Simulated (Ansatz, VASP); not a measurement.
Two plane-wave programs on C

```
C
1.0
     0.00000    1.78337    1.78337
     1.78337    0.00000    1.78337
     1.78337    1.78337    0.00000
C
2
Cartesian
  2.6751 2.6751 2.6751
  1.7834 1.7834 1.7834
```

Alike in both runs: task single point; functional PBE-based screened hybrid with a share of 0.25 of exact exchange and HFSCREEN = 0.4; k mesh 7 × 7 × 7; occupations fermi-dirac, width 0.05 eV; no spin polarisation.

|  | VASP | Ansatz |
| --- | --- | --- |
| version | VASP 6.6.1 | Ansatz 0.2.0 |
| potentials or method | VASP PAW PBE potentials, release 64 (C) | Ansatz PAW |
| plane-wave cutoff (eV) | 520 | 420 |
| valence electrons in the cell | 8 | 8 |

Ansatz gave:

- gap on the k mesh at the Fermi level (eV): 4.99
- least direct gap on the mesh (eV): 6.55
- pressure (GPa): -7.1

Question: What did VASP give for the same quantities?

Answer: gap on the k mesh at the Fermi level (eV): 4.98; least direct gap on the mesh (eV): 6.55; pressure (GPa): -6.3.

VASP's potentials were made for PBE, not for PBE-based screened hybrid.

The k mesh is coarse, so the values compare programs but aren't converged. Noted on Ansatz's run: odd divisions of the mesh miss points on the zone boundary, where band edges often lie, so the gap on the mesh can be too wide.
